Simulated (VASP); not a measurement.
# ZrIn2Te2 (P-3m1) in VASP: relaxation of cell and atoms with PBE

Aim: the relaxation of cell and atoms of ZrIn2Te2 with PBE.

Everything below comes from runs of VASP 6.6.1. Logs are shortened: lines on timing, memory, paths and dates and some standing lists are left out, and cuts for length are marked.

**1. The cell of the first run**

It takes space group P-3m1 (No. 164, trigonal). Conventional cell: a = 3.829 Å, b = 3.829 Å, c = 12.216 Å, α = 90.00°, β = 90.00°, γ = 120.00°. Within 3.9 Å of Zr (site symmetry -3m) lie 6 Te at 2.92 Å and 6 Zr at 3.83 Å. In (site symmetry 3m) has 7 In at 3.17 to 3.83 Å and 3 Te at 3.43 Å within 4.2 Å. Within 3.9 Å of Te (site symmetry 3m) lie 3 Zr at 2.92 Å and 3 In at 3.43 Å and 6 Te at 3.83 Å.

**2. Relaxation of cell and atoms, PBE**

The input, INCAR:

```
SYSTEM = ZrIn2Te2
PREC = Accurate
ENCUT = 500
EDIFF = 1E-7
ISMEAR = 0
SIGMA = 0.1
LREAL = .False.
LASPH = .True.
NELM = 120
ALGO = Normal
ISIF = 3
LWAVE = .False.
LCHARG = .False.
GGA = PE
IBRION = 2
NSW = 100
EDIFFG = -0.01
GGA_COMPAT = .False.
NELMIN = 4
```

The input, KPOINTS:

```
regular mesh
0
Gamma
  12 12 4
  0 0 0
```

The input, POSCAR:

```
ZrIn2Te2
1.0
    3.8290914880      0.0000000000      0.0000000000
   -1.9145457440      3.3160905020      0.0000000000
    0.0000000000      0.0000000000     12.2158763453
Zr In Te
1 2 2
Direct
    0.0000000000      0.0000000000      0.5000000000
    0.0000000000      0.0000000000      0.1297624780
    0.0000000000      0.0000000000      0.8702375220
    0.3333333333      0.6666666667      0.3443981053
    0.6666666667      0.3333333333      0.6556018947
```

Potentials or basis: VASP PAW PBE potentials, release 64 (Zr_sv, In_d, Te).

On the command line:

```
cat potpaw_PBE.64/Zr_sv/POTCAR potpaw_PBE.64/In_d/POTCAR potpaw_PBE.64/Te/POTCAR > POTCAR
mpirun -np 1 vasp_std > vasp.out
```

OUTCAR:

```text
SYSTEM = ZrIn2Te2
   PREC = Accurate
   ENCUT = 500
   EDIFF = 1E-7
   ISMEAR = 0
   LREAL = .False.
   LASPH = .True.
   NELM = 120
   ISIF = 3
   GGA = PE
   IBRION = 2
   NSW = 100
   EDIFFG = -0.01
   NELMIN = 4

 ion  position               nearest neighbor table
   1  0.000  0.000  0.500-   4 2.92   5 2.92   4 2.92   5 2.92   5 2.92   4 2.92
   2  0.000  0.000  0.130-   3 3.17   4 3.43   4 3.43   4 3.43
   3  0.000  0.000  0.870-   2 3.17   5 3.43   5 3.43   5 3.43
   4  0.333  0.667  0.344-   1 2.92   1 2.92   1 2.92   2 3.43   2 3.43   2 3.43
   5  0.667  0.333  0.656-   1 2.92   1 2.92   1 2.92   3 3.43   3 3.43   3 3.43

  LATTYP: Found a hexagonal cell.
 ALAT       =     3.8290914880
 C/A-ratio  =     3.1902806145

  Lattice vectors:

 A1 = (   3.8290914880,   0.0000000000,   0.0000000000)
 A2 = (  -1.9145457440,   3.3160905020,   0.0000000000)
 A3 = (   0.0000000000,   0.0000000000,  12.2158763453)

Analysis of symmetry for initial positions (statically):
=====================================================================
 Subroutine PRICEL returns:
 Original cell was already a primitive cell.

 Routine SETGRP: Setting up the symmetry group for a
 hexagonal supercell.

 Subroutine GETGRP returns: Found 12 space group operations
 (whereof 12 operations were pure point group operations)
 out of a pool of 24 trial point group operations.

The static configuration has the point symmetry D_3d.

Analysis of symmetry for dynamics (positions and initial velocities):
=====================================================================
 Subroutine PRICEL returns:
 Original cell was already a primitive cell.

 Routine SETGRP: Setting up the symmetry group for a
 hexagonal supercell.

 Subroutine GETGRP returns: Found 12 space group operations
 (whereof 12 operations were pure point group operations)
 out of a pool of 24 trial point group operations.

The dynamic configuration has the point symmetry D_3d.

 Subroutine INISYM returns: Found 12 space group operations
 (whereof 12 operations are pure point group operations),
 and found     1 'primitive' translations

----------------------------------------------------------------------------------------

                                     Primitive cell

  volume of cell :     155.1125

  direct lattice vectors                    reciprocal lattice vectors
     3.829091488  0.000000000  0.000000000     0.261158555  0.150779962  0.000000000
    -1.914545744  3.316090502  0.000000000     0.000000000  0.301559924  0.000000000
     0.000000000  0.000000000 12.215876345     0.000000000  0.000000000  0.081860685

  length of vectors
     3.829091488  3.829091488 12.215876345     0.301559924  0.301559924  0.081860685

  position of ions in fractional coordinates (direct lattice)
     0.000000000  0.000000000  0.500000000
     0.000000000  0.000000000  0.129762478
     0.000000000  0.000000000  0.870237522
     0.333333333  0.666666667  0.344398105
     0.666666667  0.333333333  0.655601895

  ion indices of the primitive-cell ions
   primitive index   ion index
                 1           1
                 2           2
                 3           3
                 4           4
                 5           5

----------------------------------------------------------------------------------------

 KPOINTS: regular mesh

Automatic generation of k-mesh.
 Grid dimensions read from file:
 generate k-points for:   12   12    4

 Generating k-lattice:

  Cartesian coordinates                     Fractional coordinates (reciprocal lattice)
     0.021763213  0.012564997  0.000000000     0.083333333  0.000000000  0.000000000
     0.000000000  0.025129994  0.000000000     0.000000000  0.083333333  0.000000000
     0.000000000  0.000000000  0.020465171     0.000000000  0.000000000  0.250000000

  Length of vectors
     0.025129994  0.025129994  0.020465171

  Shift w.r.t. Gamma in fractional coordinates (k-lattice)
     0.000000000  0.000000000  0.000000000

 Subroutine IBZKPT returns following result:
 ===========================================

 Found     69 irreducible k-points:

 Following reciprocal coordinates:
            Coordinates               Weight
  0.000000  0.000000  0.000000      1.000000
  0.083333 -0.000000  0.000000      6.000000
  0.166667 -0.000000  0.000000      6.000000
  0.250000  0.000000  0.000000      6.000000
  0.333333  0.000000  0.000000      6.000000
  0.416667  0.000000  0.000000      6.000000
[... 16 lines left out ...]
  0.166667 -0.000000  0.250000      6.000000
  0.000000  0.166667  0.250000      6.000000
 [... further k-points ...]
   k-points           NKPTS =     69   k-points in BZ     NKDIM =     69   number of bands    NBANDS=     30
   number of dos      NEDOS =    301   number of ions     NIONS =      5
   total plane-waves  NPLWV =  70560
   dimension x,y,z NGX =    28 NGY =   28 NGZ =   90
   dimension x,y,z NGXF=    56 NGYF=   56 NGZF=  180
   ions per type =               1   2   2
   NGX,Y,Z   is equivalent  to a cutoff of  12.16, 12.16, 12.25 a.u.
   NGXF,Y,Z  is equivalent  to a cutoff of  24.31, 24.31, 24.50 a.u.
 SYSTEM =  ZrIn2Te2
   PREC   = accura    normal or accurate (medium, high low for compatibility)
   ISTART =      0    job   : 0-new  1-cont  2-samecut
   ICHARG =      2    charge: 1-file 2-atom 10-const
   ISPIN  =      1    spin polarized calculation?
   LNONCOLLINEAR =      F non collinear calculations
   LSORBIT =      F    spin-orbit coupling
   LASPH  =      T    aspherical Exc in radial PAW
   ENCUT  =  500.0 eV  36.75 Ry    6.06 a.u.   6.98  6.98 22.27*2*pi/ulx,y,z
   NELM   =    120;   NELMIN=  4; NELMDL= -5     # of ELM steps
   EDIFF  = 0.1E-06   stopping-criterion for ELM
   LREAL  =      F    real-space projection
   EDIFFG = -.1E-01   stopping-criterion for IOM
   NSW    =    100    number of steps for IOM
   IBRION =      2    ionic relax: 0-MD 1-quasi-New 2-CG
   NFREE  =      1    steps in history (QN), initial steepest desc. (CG)
   ISIF   =      3    stress and relaxation
   ISYM   =      2    0-nonsym 1-usesym 2-fastsym
   POTIM  = 0.5000    time-step for ionic-motion
   TEBEG  =    0.0;   TEEND  =   0.0 temperature during run
   PSTRESS=    0.0 pullay stress
   NELECT =      50.0000    total number of electrons
   NUPDOWN=      -1.0000    fix difference up-down
   EMIN   =  10.00;   EMAX   =-10.00  energy-range for DOS
   EFERMI =   0.00;   METHOD = LEGACY
   ISMEAR =     0;   SIGMA  =   0.10  broadening in eV -4-tet -1-fermi 0-gaus
   EFERMI_NEDOS =   21; number of points for ismear=-14 and -15
   IALGO  =     38    algorithm
   IMIX   =      4    mixing-type and parameters
     AMIX     =   0.40;   BMIX     =  1.00
     AMIX_MAG =   1.60;   BMIX_MAG =  1.00
  volume/ion in A,a.u.               =      31.02       209.35
  Fermi-wavevector in a.u.,A,eV,Ry     =   1.122490  2.121199 17.143128  1.259984
  Thomas-Fermi vector in A             =   2.259151
   LORBIT       =      0    0 simple, 1 ext, 2 COOP (PROOUT), +10 PAW based schemes
   GGA     = PE    functional components
   LHFCALC =     F    Hartree Fock is set to
   AEXX    =    0.0000 exact exchange contribution
   IVDW    =     0    specifies the selected vdW correction
   LEPSILON=     F    determine dielectric tensor
   LRPA    =     F    only Hartree local field effects (RPA)
 conjugate gradient relaxation of ions
 non-spin polarized calculation
 Gauss-broadening in eV      SIGMA  =   0.10
  energy-cutoff  :      500.00
  volume of cell :      155.11
 maximum number of plane-waves:      3966
   NGX = 13   NGY = 13   NGZ = 45

--------------------------------------- Ionic step        1  -------------------------------------------

 number of electron      50.0000018 magnetization

 Free energy of the ion-electron system (eV)
  ---------------------------------------------------
  ext. energy  EPLUGINS =         0.00000000
  ---------------------------------------------------
  free energy    TOTEN  =       -22.03057388 eV

  energy without entropy =      -22.01562756  energy(sigma->0) =      -22.02310072

------------------------ aborting loop because EDIFF is reached ----------------------------------------

  FORCE on cell =-STRESS in cart. coord.  units (eV):
  Direction    XX          YY          ZZ          XY          YZ          ZX
  --------------------------------------------------------------------------------------
  -------------------------------------------------------------------------------------
  Total        0.4016415      0.4016415     -0.8547097      0.0000000     -0.0000000      0.0000000
  in kB        4.1486081      4.1486081     -8.8284095      0.0000000     -0.0000000      0.0000000
  external PRESSURE =      -0.1770644 kB  Pullay stress =       0.0000000 kB
[... 98 lines left out ...]
  FREE ENERGIE OF THE ION-ELECTRON SYSTEM (eV)
  ---------------------------------------------------
  free  energy   TOTEN  =       -22.0400178965 eV

  energy  without entropy=      -22.0242979946  energy(sigma->0) =      -22.03215795

[... ionic steps 4 to 8 ...]

--------------------------------------- Ionic step        9  -------------------------------------------

 number of electron      49.9999976 magnetization

------------------------ aborting loop because EDIFF is reached ----------------------------------------

  FORCE on cell =-STRESS in cart. coord.  units (eV):
  Direction    XX          YY          ZZ          XY          YZ          ZX
  --------------------------------------------------------------------------------------
  -------------------------------------------------------------------------------------
  Total       -0.0592537     -0.0592537     -0.0185755      0.0000000      0.0000000     -0.0000000
  in kB       -0.6068117     -0.6068117     -0.1902301      0.0000000      0.0000000     -0.0000000
  external PRESSURE =      -0.4679512 kB  Pullay stress =       0.0000000 kB
[... 63 lines left out ...]
  energy  without entropy=      -22.0269293544  energy(sigma->0) =      -22.03497795

--------------------------------------- Ionic step       11  -------------------------------------------

 number of electron      49.9999979 magnetization

 Free energy of the ion-electron system (eV)
  ---------------------------------------------------
  ext. energy  EPLUGINS =         0.00000000
  ---------------------------------------------------
  free energy    TOTEN  =       -22.04311594 eV

  energy without entropy =      -22.02700767  energy(sigma->0) =      -22.03506180

 E-fermi :   6.3864     XC(G=0):  -9.4008

 val. band max:        6.3599261636   @ k =   0.4167   0.1667   0.2500
 cond. band min:       6.3958844563   @ k =  -0.0833   0.3333   0.2500
 fundamental gap:      0.0359582928
 Fermi energy:         6.3863611471

 k-point     1 :       0.0000    0.0000    0.0000
  band No.  band energies     occupation
      1     -43.2193      2.00000
      2     -21.2715      2.00000
      3     -21.2079      2.00000
      4     -21.2079      2.00000
      5      -8.5295      2.00000
      6      -8.3764      2.00000
[... 781 lines left out ...]
     29       9.3008      0.00000
     30       9.3010      0.00000

 [... further k-points ...]

------------------------ aborting loop because EDIFF is reached ----------------------------------------

  FORCE on cell =-STRESS in cart. coord.  units (eV):
  Direction    XX          YY          ZZ          XY          YZ          ZX
  --------------------------------------------------------------------------------------
  -------------------------------------------------------------------------------------
  Total       -0.0025752     -0.0025752      0.0231180      0.0000000     -0.0000000      0.0000000
  in kB       -0.0264025     -0.0264025      0.2370194      0.0000000     -0.0000000      0.0000000
  external PRESSURE =       0.0614048 kB  Pullay stress =       0.0000000 kB
[... 20 lines left out ...]
  FREE ENERGIE OF THE ION-ELECTRON SYSTEM (eV)
  ---------------------------------------------------
  free  energy   TOTEN  =       -22.0431159388 eV

  energy  without entropy=      -22.0270076653  energy(sigma->0) =      -22.03506180

 reached required accuracy - stopping structural energy minimisation
```

Run time: 48 min. Hardware: 1 thread of Intel Xeon Platinum 8488C (Sapphire Rapids), shared host; peak memory 0.49 GiB.

Results:

```
Free energy                           : -22.0431 eV
Relaxed volume                        : 31.25 Å³/atom
Relaxed cell                          : a = 3.882 Å, b = 3.882 Å, c = 11.972 Å, α = 90.00°, β = 90.00°, γ = 120.00°
Space group after relaxing (to 0.1 Å) : P-3m1 (No. 164)
Energy gained by relaxing             : 2.5 meV/atom
Ionic steps                           : 11
Pressure after relaxing               : 0.0 GPa
Largest force after relaxing          : 0.009 eV/Å
Band gap on the k mesh                : zero (bands 25 and 26 overlap by 1.23 eV)
```

Forces on the atoms (eV/Å):
```
Zr   0.000  0.000  0.000
In   0.000  0.000  0.005
In   0.000  0.000 -0.005
Te   0.000  0.000  0.009
Te   0.000  0.000 -0.009
```

Step by step:
| step | energy change (eV) | largest force (eV/Å) | pressure (GPa) | volume (Å³) |
| --- | --- | --- | --- | --- |
| 1 | 0.0000 | 0.0603 | -0.02 | 155.11 |
| 2 | -0.0076 | 0.0248 | 0.19 | 155.03 |
| 3 | -0.0094 | 0.0912 | 0.37 | 154.95 |
| 4 | -0.0116 | 0.0403 | -0.13 | 156.77 |
| 5 | -0.0117 | 0.0375 | -0.05 | 156.48 |
| 6 | -0.0119 | 0.0342 | -0.03 | 156.42 |
| 7 | -0.0123 | 0.0266 | 0.02 | 156.28 |
| 8 | -0.0123 | 0.0237 | 0.04 | 156.23 |
| 9 | -0.0125 | 0.0155 | -0.05 | 156.45 |
| 10 | -0.0125 | 0.0146 | -0.04 | 156.43 |
| 11 | -0.0125 | 0.0091 | 0.01 | 156.27 |

Final structure:
```cif
data_structure
_symmetry_space_group_name_H-M 'P 1'
_symmetry_Int_Tables_number 1
_cell_length_a 3.8824
_cell_length_b 3.8824
_cell_length_c 11.9717
_cell_angle_alpha 90.000
_cell_angle_beta 90.000
_cell_angle_gamma 120.000
_cell_volume 156.27
loop_
_atom_site_label
_atom_site_type_symbol
_atom_site_fract_x
_atom_site_fract_y
_atom_site_fract_z
_atom_site_occupancy
Zr1 Zr 0.00000 0.00000 0.50000 1
In1 In 0.00000 0.00000 0.13114 1
In2 In 0.00000 0.00000 0.86886 1
Te1 Te 0.33333 0.66667 0.34398 1
Te2 Te 0.66667 0.33333 0.65602 1
```

Levels at points of the mesh, in eV from the Fermi level:
```csv
k point,band 21,band 22,band 23,band 24,band 25,band 26,band 27,band 28,band 29,band 30
"(0.00, 0.00, 0.00)",-2.08,-1.11,-0.35,-0.03,-0.03,0.59,0.59,1.64,3.14,3.14
"(0.50, 0.00, 0.00)",-3.35,-2.50,-2.24,-1.41,-1.10,-0.67,0.55,1.28,2.11,2.60
"(0.00, 0.00, 0.50)",-2.09,-2.09,-0.03,-0.03,0.56,0.59,0.59,2.22,3.12,3.12
"(0.50, 0.00, 0.50)",-3.08,-2.50,-2.46,-1.40,-1.31,-0.28,0.71,1.17,2.10,2.45
```

Caveat: spin-orbit coupling is left out, which moves the levels of the heavy elements.

The gap in the log of VASP goes by the Fermi energy; the results here count the filled bands.